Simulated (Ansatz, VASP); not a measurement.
**One calculation of Hg, two programs**

The input INCAR:

```
SYSTEM = Hg
PREC = Accurate ; ENCUT = 520
EDIFF = 1E-7 ; ISMEAR = 0
SIGMA = 0.15 ; LREAL = .FALSE.
LASPH = .TRUE. ; NELM = 100
ALGO = Normal ; ISIF = 2
LWAVE = .FALSE. ; LCHARG = .FALSE.
GGA = CA ; NBANDS = 12
```

KPOINTS

```
Automatic mesh
0
G
  18 18 18
  0 0 0
```

The input POSCAR:

```
Hg
1.0
    1.7100241307      0.9642162195      2.2340000000
   -1.7499767799      1.0334162377      2.2340000000
    0.0399526491     -1.9976324571      2.2340000000
Hg
1
Direct
    0.0000000000      0.0000000000      0.0000000000
```

Input for Ansatz:

```yaml
crystal:
  lattice:
    - [1.7100241307, 0.9642162195, 2.234]
    - [-1.7499767799, 1.0334162377, 2.234]
    - [0.0399526491, -1.9976324571, 2.234]
  atoms:
    - { symbol: Hg, position: [0.0, 0.0, 0.0] }
basis:
  ecutwfc: 420
kpoints:
  mp_grid: { grid: [18, 18, 18] }
hamiltonian:
  xc: lda
scf:
  occupations: { method: gaussian, width: 0.15 }
output:
  forces: true
  stress: true
  eigenvalues: true
```

Change from the starting cell: strain -0.0400 x Voigt [0, 0, 0, 0, 0, 1], atoms carried along.

Alike in both runs: task single point; functional LDA; k mesh 18 × 18 × 18; occupations gaussian, width 0.15 eV; no spin polarisation.

|  | VASP | Ansatz |
| --- | --- | --- |
| version | VASP 6.6.1 | Ansatz 0.2.0 |
| potentials or method | VASP PAW LDA potentials, release 64 (Hg), cutoff 520 eV | scalar-relativistic, plane waves, PAW |
| valence electrons in the cell | 12 | 20 |

|  | VASP | Ansatz | Ansatz less VASP |
| --- | --- | --- | --- |
| gap on the k mesh at the Fermi level (eV) | none | none | - |
| pressure (GPa) | -1.1 | -1.6 | -0.59 |
| traceless stress, the component that is largest in VASP (GPa) | -0.75 | -1.04 | -0.286 |

LDA's correlation is that of Perdew and Zunger in VASP and of Perdew and Wang (1992) in Ansatz. A gap of «none» marks a metal or a gap that the smearing closes. VASP's potentials hold 12 valence electrons a cell and Ansatz's 20, so a difference there can come from the potentials and not from the codes.

Neither program's run includes spin-orbit coupling.
